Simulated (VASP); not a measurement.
Write the native input for VASP 6.6.1 that does the following.

```yaml
Task: relaxation of the atoms
Functional: PBE
Potentials_or_basis: VASP PAW PBE potentials, release 64 (Si, C)
Cutoff: 520 eV
k_mesh: 9 × 9 × 9
Occupations: gaussian, width 0.02 eV
Spin: no spin polarisation
Dipole_correction: no
Further_INCAR_settings: ALGO = Normal; EDIFF = 1e-07; IBRION = 2; EDIFFG = -0.002; NSW = 60
```

The structure of SiC lies in POSCAR:

```
SiC
1.0
   -0.0233586372      2.1884123235      2.1884123235
    2.1884123235     -0.0233586372      2.1884123235
    2.1884123235      2.1884123235     -0.0233586372
Si C
1 1
Direct
    0.0000000000      0.0000000000      0.0000000000
    0.2500000000      0.2500000000      0.2500000000
```

This cell differs from its parent crystal: strained cell.

One way to write it, as run:

INCAR

```
SYSTEM = SiC
PREC = Accurate
ENCUT = 520
EDIFF = 1E-7
ISMEAR = 0
SIGMA = 0.02
LREAL = .False.
LASPH = .True.
NELM = 120
ALGO = Normal
ISIF = 2
LWAVE = .False.
LCHARG = .False.
GGA = PE
IBRION = 2
NSW = 60
EDIFFG = -0.002
GGA_COMPAT = .False.
NELMIN = 4
```

KPOINTS

```
regular mesh
0
Gamma
  9 9 9
  0 0 0
```

Potentials or basis: VASP PAW PBE potentials, release 64 (Si, C).

The run is started by

```console
$ cat potpaw_PBE.64/Si/POTCAR potpaw_PBE.64/C/POTCAR > POTCAR
$ mpirun -np 1 vasp_std > vasp.out
```

It gave:

```json
{"Energy gained by relaxing": "0.3 meV/atom", "Ionic steps": "3", "Pressure after relaxing": "-2.9 GPa", "Band gap on the k mesh": "1.42 eV (least direct gap 4.49 eV)"}
```

Caveat: the cell differs from its parent crystal (strained cell); an odd mesh through Γ misses points on the zone boundary, where band edges can lie.

Run time: 11 s on 1 thread of Intel(R) Xeon(R) Platinum 8488C (Sapphire Rapids), with other jobs on the host, peak memory 0.13 GiB.
